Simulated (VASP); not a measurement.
# LiCl (Fm-3m) in VASP: a series of runs, part 2 of 2

VASP 6.6.1. Earlier steps stand in the parts before.

### Step 4. Single point, PBE (strain +3.0%)

Input file INCAR:

```
PREC     = Accurate       # precision mode
ENCUT    = 520            # plane-wave cutoff, eV
EDIFF    = 1E-6           # SCF threshold, eV
ISMEAR   = 0              # smearing method
SIGMA    = 0.01           # smearing width, eV
LREAL    = F              # projectors in reciprocal space
LASPH    = T              # aspherical terms in the spheres
NELM     = 100            # most SCF steps
ALGO     = Normal         # electronic algorithm
ISIF     = 2              # what is computed and relaxed
LWAVE    = F              # write WAVECAR
LCHARG   = F              # write CHGCAR
GGA      = PE             # functional
NBANDS   = 12             # bands
```

Input file KPOINTS:

```
Automatic mesh
0
Gamma
  6 6 6
```

Input file POSCAR:

```
LiCl
1.0
    0.0000000000      2.6327181046      2.6327181046
    2.6327181046      0.0000000000      2.6327181046
    2.6327181046      2.6327181046      0.0000000000
Li Cl
1 1
Direct
    0.0000000000      0.0000000000      0.0000000000
    0.5000000000      0.5000000000      0.5000000000
```

Potentials or basis: VASP PAW PBE potentials, release 64 (Li_sv, Cl).

The run is started by

```
$ cat potpaw_PBE.64/Li_sv/POTCAR potpaw_PBE.64/Cl/POTCAR > POTCAR
$ mpirun -np 1 vasp_std > vasp.out
```

OUTCAR:

```text
PREC = Accurate
   ENCUT = 520
   EDIFF = 1E-6
   ISMEAR = 0
   LREAL = F
   LASPH = T
   NELM = 100
   ISIF = 2
   GGA = PE

 ion  position               nearest neighbor table
   1  0.000  0.000  0.000-   2 2.63   2 2.63   2 2.63   2 2.63   2 2.63   2 2.63
   2  0.500  0.500  0.500-   1 2.63   1 2.63   1 2.63   1 2.63   1 2.63   1 2.63

  LATTYP: Found a face centered cubic cell.
 ALAT       =     5.2654362092

  Lattice vectors:

 A1 = (   0.0000000000,   2.6327181046,   2.6327181046)
 A2 = (   2.6327181046,   0.0000000000,   2.6327181046)
 A3 = (   2.6327181046,   2.6327181046,   0.0000000000)

Analysis of symmetry for initial positions (statically):
=====================================================================
 Subroutine PRICEL returns:
 Original cell was already a primitive cell.

 Routine SETGRP: Setting up the symmetry group for a
 face centered cubic supercell.

 Subroutine GETGRP returns: Found 48 space group operations
 (whereof 48 operations were pure point group operations)
 out of a pool of 48 trial point group operations.

The static configuration has the point symmetry O_h .

Analysis of symmetry for dynamics (positions and initial velocities):
=====================================================================
 Subroutine PRICEL returns:
 Original cell was already a primitive cell.

 Routine SETGRP: Setting up the symmetry group for a
 face centered cubic supercell.

 Subroutine GETGRP returns: Found 48 space group operations
 (whereof 48 operations were pure point group operations)
 out of a pool of 48 trial point group operations.

The dynamic configuration has the point symmetry O_h .

 Subroutine INISYM returns: Found 48 space group operations
 (whereof 48 operations are pure point group operations),
 and found     1 'primitive' translations

----------------------------------------------------------------------------------------

[... 109 lines left out ...]
   LHFCALC =     F    Hartree Fock is set to
   AEXX    =    0.0000 exact exchange contribution
   IVDW    =     0    specifies the selected vdW correction
   LEPSILON=     F    determine dielectric tensor
   LRPA    =     F    only Hartree local field effects (RPA)
 non-spin polarized calculation
 Gauss-broadening in eV      SIGMA  =   0.01
  energy-cutoff  :      520.00
  volume of cell :       36.50
 maximum number of plane-waves:      1002
   NGX = 13   NGY = 13   NGZ = 13

 number of electron      10.0000002 magnetization

 Free energy of the ion-electron system (eV)
  ---------------------------------------------------
  ext. energy  EPLUGINS =         0.00000000
  ---------------------------------------------------
  free energy    TOTEN  =        -7.37175677 eV

  energy without entropy =       -7.37175677  energy(sigma->0) =       -7.37175677

 E-fermi :   0.1205     XC(G=0):  -8.3965

 val. band max:        0.0204803499   @ k =   0.0000   0.0000   0.0000
 cond. band min:       5.9362854762   @ k =   0.0000   0.0000   0.0000
 fundamental gap:      5.9158051263
 Fermi energy:         0.1204707412

 k-point     1 :       0.0000    0.0000    0.0000
  band No.  band energies     occupation
      1     -43.6559      2.00000
      2     -13.1191      2.00000
      3       0.0205      2.00000
      4       0.0205      2.00000
      5       0.0205      2.00000
      6       5.9363      0.00000
      7      11.8823      0.00000
      8      11.8823      0.00000
      9      11.8823      0.00000
     10      14.0728      0.00000
     11      14.0728      0.00000
     12      14.0728      0.00000
[... 211 lines left out ...]
 k-point    16 :      -0.3333    0.5000    0.1667
  band No.  band energies     occupation
      1     -43.6537      2.00000
      2     -12.4565      2.00000
      3      -2.2033      2.00000
      4      -1.4239      2.00000
      5      -0.9219      2.00000
      6       8.5372      0.00000
      7       9.3455      0.00000
      8      11.0078      0.00000
      9      11.0329      0.00000
     10      14.3823      0.00000
     11      16.7435      0.00000
     12      18.2713      0.00000

------------------------ aborting loop because EDIFF is reached ----------------------------------------

  FORCE on cell =-STRESS in cart. coord.  units (eV):
  Direction    XX          YY          ZZ          XY          YZ          ZX
  --------------------------------------------------------------------------------------
  -------------------------------------------------------------------------------------
  Total       -0.4380912     -0.4380912     -0.4380912      0.0000000      0.0000000     -0.0000000
  in kB      -19.2323373    -19.2323373    -19.2323373      0.0000000      0.0000000     -0.0000000
  external PRESSURE =     -19.2323373 kB  Pullay stress =       0.0000000 kB

 VOLUME and BASIS-vectors are now :
 -----------------------------------------------------------------------------
  energy-cutoff  :      520.00
  volume of cell :       36.50
      direct lattice vectors                 reciprocal lattice vectors
     0.000000000  2.632718105  2.632718105    -0.189917788  0.189917788  0.189917788
     2.632718105  0.000000000  2.632718105     0.189917788 -0.189917788  0.189917788
     2.632718105  2.632718105  0.000000000     0.189917788  0.189917788 -0.189917788

 POSITION                                       TOTAL-FORCE (eV/Angst)
 -----------------------------------------------------------------------------------
      0.00000      0.00000      0.00000        -0.000000      0.000000     -0.000000
      2.63272      2.63272      2.63272         0.000000     -0.000000      0.000000
 -----------------------------------------------------------------------------------
    total drift:                                0.000000      0.000000      0.000000

  FREE ENERGIE OF THE ION-ELECTRON SYSTEM (eV)
  ---------------------------------------------------
  free  energy   TOTEN  =        -7.3717567722 eV

  energy  without entropy=       -7.3717567722  energy(sigma->0) =       -7.37175677
```

It took 7 s on 1 thread of AMD EPYC 7R43 (Zen 3), shared host; peak memory 0.11 GiB.

What came out:

- Free energy: -7.3718 eV
- Band gap on the k mesh: 5.92 eV, direct

Caveat: the cell differs from its parent crystal (strain +3.0%); the cutoff is under 1.25 times the usual one of these potentials, so pressure, stress and relaxed cells hold a basis-set (Pulay) error.

### Step 5. Single point, PBE (strain -4.0%)

Input file INCAR:

```
PREC = Accurate
ENCUT = 520
EDIFF = 1E-6
ISMEAR = -1
SIGMA = 0.02
LREAL = False
LASPH = True
NELM = 60
ALGO = Normal
ISIF = 2
LWAVE = False
LCHARG = False
GGA = PE
NBANDS = 12
```

Input file KPOINTS:

```
regular mesh
0
Gamma
  8 8 8
```

Input file POSCAR:

```
LiCl
1.0
    0.0000000000      2.4537955149      2.4537955149
    2.4537955149      0.0000000000      2.4537955149
    2.4537955149      2.4537955149      0.0000000000
Li Cl
1 1
Direct
    0.0000000000      0.0000000000      0.0000000000
    0.5000000000      0.5000000000      0.5000000000
```

The run is started by

```
$ cat potpaw_PBE.64/Li_sv/POTCAR potpaw_PBE.64/Cl/POTCAR > POTCAR
$ mpirun -np 1 vasp_std > vasp.out
```

Run time: 11 s. Hardware: 1 thread of AMD EPYC 7R43 (Zen 3), shared host; peak memory 0.12 GiB.

It converged, with:

```
Free energy            : -7.3073 eV
Band gap on the k mesh : 6.89 eV, indirect (least direct gap 7.18 eV)
```

Levels at points of the mesh, in eV from the valence-band top:
```
           k point  band 2  band 3  band 4  band 5  band 6  band 7  band 8  band 9
(0.00, 0.00, 0.00)  -13.92    0.00    0.00    0.00    7.18   12.02   12.02   12.02
(0.50, 0.00, 0.00)  -13.15   -3.39   -0.32   -0.32    6.89    9.53    9.53   14.42
(0.50, 0.50, 0.00)  -12.80   -3.55   -1.37   -1.37    8.05    8.17   13.64   15.18
```

Caveat: the cell differs from its parent crystal (strain -4.0%); the cutoff is under 1.25 times the usual one of these potentials, so pressure, stress and relaxed cells hold a basis-set (Pulay) error. A k mesh can miss the band edges.

### Step 6. Single point, PBE

This run uses another cell than the first one, of 16.70 Å³/atom, 1.130 times its volume.

Input file INCAR:

```
SYSTEM = LiCl
PREC = Accurate
ENCUT = 520
EDIFF = 1E-6
ISMEAR = -1
SIGMA = 0.02
LREAL = .False.
LASPH = .True.
NELM = 80
ALGO = Normal
ISIF = 2
LWAVE = .False.
LCHARG = .False.
GGA = PE
NBANDS = 12
```

Input file KPOINTS:

```
Automatic mesh
0
Gamma
  8 8 8
  0 0 0
```

Input file POSCAR:

```
LiCl
1.0
    0.0000000000      2.5560369947      2.5560369947
    2.5560369947      0.0000000000      2.5560369947
    2.5560369947      2.5560369947      0.0000000000
Li Cl
1 1
Direct
    0.0000000000      0.0000000000      0.0000000000
    0.5000000000      0.5000000000      0.5000000000
```

Potentials or basis: VASP PAW PBE potentials, release 64 (Li_sv, Cl).

The run is started by

```
$ cat potpaw_PBE.64/Li_sv/POTCAR potpaw_PBE.64/Cl/POTCAR > POTCAR
$ mpirun -np 1 vasp_std > vasp.out
```

Wall time 11 s (1 thread of AMD EPYC 7R43 (Zen 3), shared host); peak memory 0.12 GiB.

It converged, with:

```yaml
Free_energy: -7.3846 eV
Band_gap_on_the_k_mesh: 6.40 eV, direct
```

Levels at points of the mesh, in eV from the valence-band top:
```csv
k point,band 3,band 4,band 5,band 6,band 7,band 8
"(0.00, 0.00, 0.00)",0.00,0.00,0.00,6.40,11.95,11.95
"(0.50, 0.00, 0.00)",-2.85,-0.26,-0.26,6.77,9.51,9.51
"(0.50, 0.50, 0.00)",-2.94,-1.12,-1.12,7.91,8.28,12.53
```

Caveat: the cutoff is under 1.25 times the usual one of these potentials, so pressure, stress and relaxed cells hold a basis-set (Pulay) error.

### Step 7. Summary

| cell | k mesh | smearing | gap on the mesh (eV) |
| --- | --- | --- | --- |
| a = 3.470 Å, angles 60.0°, 2 atoms | 6 × 6 × 6 | gaussian 0.01 eV | 6.89 |
| a = 3.615 Å, angles 60.0°, 2 atoms | 6 × 6 × 6 | gaussian 0.01 eV | 6.40 |
| a = 3.723 Å, angles 60.0°, 2 atoms | 6 × 6 × 6 | gaussian 0.01 eV | 5.92 |
| a = 3.470 Å, angles 60.0°, 2 atoms | 8 × 8 × 8 | fermi-dirac 0.02 eV | 6.89 |
| a = 3.615 Å, angles 60.0°, 2 atoms | 8 × 8 × 8 | fermi-dirac 0.02 eV | 6.40 |

Alike in all rows: task single point; level PBE; potentials or basis VASP PAW PBE potentials, release 64 (Li_sv, Cl); no spin polarisation; cutoff (eV) 520.

Caveats: the cutoff is under 1.25 times the usual one of these potentials, so pressure, stress and relaxed cells hold a basis-set (Pulay) error.

Absolute energies hang on the potentials; compare differences alone.
